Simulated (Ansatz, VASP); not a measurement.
One calculation of Bi2Te3, two programs

```xyz
10
Lattice="4.3808 0.0000 0.0000 -2.1904 3.7939 0.0000 0.0000 0.0000 32.5871" Properties=species:S:1:pos:R:3 pbc="T T T"
Te    0.0000    0.0000    7.5238
Te    2.1904    1.2646   11.2399
Te    0.0000    2.5293   14.9799
Te    2.1904    1.2646   17.6072
Te    0.0000    2.5293   21.3472
Te    0.0000    0.0000   25.0633
Bi    0.0000    2.5293    9.2215
Bi    0.0000    0.0000   13.2556
Bi    0.0000    0.0000   19.3315
Bi    2.1904    1.2646   23.3657
```

Alike in both runs: functional PBEsol; k mesh 9 × 9 × 1; occupations gaussian, width 0.05 eV; no spin polarisation.

Ansatz relaxed the structure, and its values are those at the end. VASP's run is a single point on that final structure, the one shown.

|  | VASP | Ansatz |
| --- | --- | --- |
| version | VASP 6.6.1 | Ansatz 0.2.0 |
| potentials or method | VASP PAW PBE potentials, release 64 (Te, Bi_d), cutoff 520 eV | scalar-relativistic, plane waves, PAW |
| valence electrons in the cell | 96 | 156 |

|  | VASP | Ansatz | Ansatz less VASP |
| --- | --- | --- | --- |
| gap on the k mesh at the Fermi level (eV) | 0.50 | 0.51 | +0.014 |
| least direct gap on the mesh (eV) | 0.50 | 0.51 | +0.014 |
| rms of the force components (eV/Å) | 0.007 | 0.002 | -0.0053 |

VASP's potentials were made for PBE, not for PBEsol. The functional is the same, so the differences come from potentials, cutoffs and numerics. VASP's potentials hold 96 valence electrons a cell and Ansatz's 156, so a difference there can come from the potentials and not from the codes. Ansatz's warnings: xc potential rough in thin density.

Neither program's run includes spin-orbit coupling.
